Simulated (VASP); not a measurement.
Here is a VASP 6.6.1 calculation.

INCAR

```
PREC     = Accurate       # precision mode
ENCUT    = 600            # plane-wave cutoff, eV
EDIFF    = 1E-6           # SCF threshold, eV
ISMEAR   = -1             # smearing method
SIGMA    = 0.02           # smearing width, eV
LREAL    = F              # projectors in reciprocal space
LASPH    = T              # aspherical terms in the spheres
NELM     = 80             # most SCF steps
ALGO     = Normal         # electronic algorithm
ISIF     = 3              # what is computed and relaxed
LWAVE    = F              # write WAVECAR
LCHARG   = F              # write CHGCAR
GGA      = PE             # functional
IBRION   = 2              # ionic algorithm
NSW      = 80             # ionic steps
EDIFFG   = -0.005         # ionic threshold
```

The input KPOINTS:

```
Automatic mesh
0
Gamma
  6 6 6
```

The input POSCAR:

```
NaI
1.0
    0.0000000000      3.2364000000      3.2364000000
    3.2364000000      0.0000000000      3.2364000000
    3.2364000000      3.2364000000      0.0000000000
Na I
1 1
Direct
    0.0000000000      0.0000000000      0.0000000000
    0.5000000000      0.5000000000      0.5000000000
```

Potentials or basis: VASP PAW PBE potentials, release 64 (Na_pv, I).

The run is started by

```console
$ cat potpaw_PBE.64/Na_pv/POTCAR potpaw_PBE.64/I/POTCAR > POTCAR
$ mpirun -np 1 vasp_std > vasp.out
```

Problem. Estimate the relaxed volume.

Solution. 34.79 Å³/atom.

Problem. Predict the relaxed cell.

Solution. a = 4.617 Å, b = 4.617 Å, c = 4.617 Å, α = 60.00°, β = 60.00°, γ = 60.00°.

Problem. Predict the band gap on the k mesh.

Solution. 3.57 eV.

Step by step:
```tsv
step	energy change (eV)	largest force (eV/Å)	pressure (GPa)	volume (Å³)
1	0.0000	0.0000	0.44	67.80
2	-0.0018	0.0000	0.21	68.73
3	-0.0024	0.0000	0.02	69.57
```

Caveat: spin-orbit coupling is left out, which moves the levels of the heavy elements. Zero-point motion and thermal expansion aren't in these numbers.
